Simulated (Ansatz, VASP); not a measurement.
# One calculation of EuO, two programs

File INCAR:

```
SYSTEM = EuO
ALGO = Normal
EDIFF = 1E-6
ENCUT = 600
GGA = PE
GGA_COMPAT = .False.
ISIF = 2
ISMEAR = 0
ISPIN = 2
IVDW = 12
LASPH = .True.
LCHARG = .False.
LDAU = .True.
LDAUJ = 0 0
LDAUL = 3 -1
LDAUPRINT = 1
LDAUTYPE = 2
LDAUU = 6 0
LMAXMIX = 6
LORBIT = 11
LREAL = .False.
LWAVE = .False.
MAGMOM = 7.44 -0.09
NBANDS = 22
NELM = 200
PREC = Accurate
SIGMA = 0.05
```

The input KPOINTS:

```
k-points
0
Gamma
  8 8 8
  0 0 0
```

POSCAR

```
EuO
1.0
    0.0000000000      2.5806017393      2.5806017393
    2.5806017393      0.0000000000      2.5806017393
    2.5806017393      2.5806017393      0.0000000000
Eu O
1 1
Direct
    0.5000000000      0.5000000000      0.5000000000
    0.0000000000      0.0000000000      0.0000000000
```

Input for Ansatz:

```yaml
crystal:
  lattice:
    - [0.0, 2.5806017393, 2.5806017393]
    - [2.5806017393, 0.0, 2.5806017393]
    - [2.5806017393, 2.5806017393, 0.0]
  atoms:
    - { symbol: Eu, position: [0.5, 0.5, 0.5], spin: 7.42 }
    - { symbol: O, position: [0.0, 0.0, 0.0] }
basis:
  ecutwfc: 420
  ecutrho_ratio: 4
kpoints:
  mp_grid: { grid: [8, 8, 8] }
hamiltonian:
  xc: pbe
  dispersion: d3bj
  hubbard:
    sites:
      - { species: Eu, l: f, u_eff: 6.0, starting_ns: start.occupation_matrices }
    ns_hold: { iters: 6 }
scf:
  occupations: { method: gaussian, width: 0.05 }
  lower_state_search: "off"
output:
  forces: true
  stress: true
  eigenvalues: true
  populations: true
  hubbard: { sites: [{ species: Eu, l: f }] }
magnetization:
  spin_polarized: true
```

Alike in both runs: task single point; functional PBE; dispersion D3(BJ); k mesh 8 × 8 × 8; occupations gaussian, width 0.05 eV; collinear spin; Hubbard terms Eu f U = 6.0 eV.

|  | VASP | Ansatz |
| --- | --- | --- |
| version | VASP 6.6.1 | Ansatz 0.2.0 |
| potentials or method | VASP PAW PBE potentials, release 64 (Eu, O), cutoff 600 eV | scalar-relativistic, plane waves, PAW |
| valence electrons in the cell | 23 | 23 |

```tsv
	VASP	Ansatz	Ansatz less VASP
gap on the k mesh at the Fermi level (eV)	0.02	0.34	+0.322
least direct gap on the mesh (eV)	0.19	0.57	+0.385
pressure (GPa)	-2.2	-1.8	+0.46
net moment per atom (μB)	3.50	3.50	0.000
size of the moment on the site where the two differ most (μB)	6.73	6.76	+0.032
```

Site moments also hang on the region over which each program counts them. The programs project onto different local orbitals, so the same U acts differently, and such runs can settle in different states.

Neither program's run includes spin-orbit coupling.
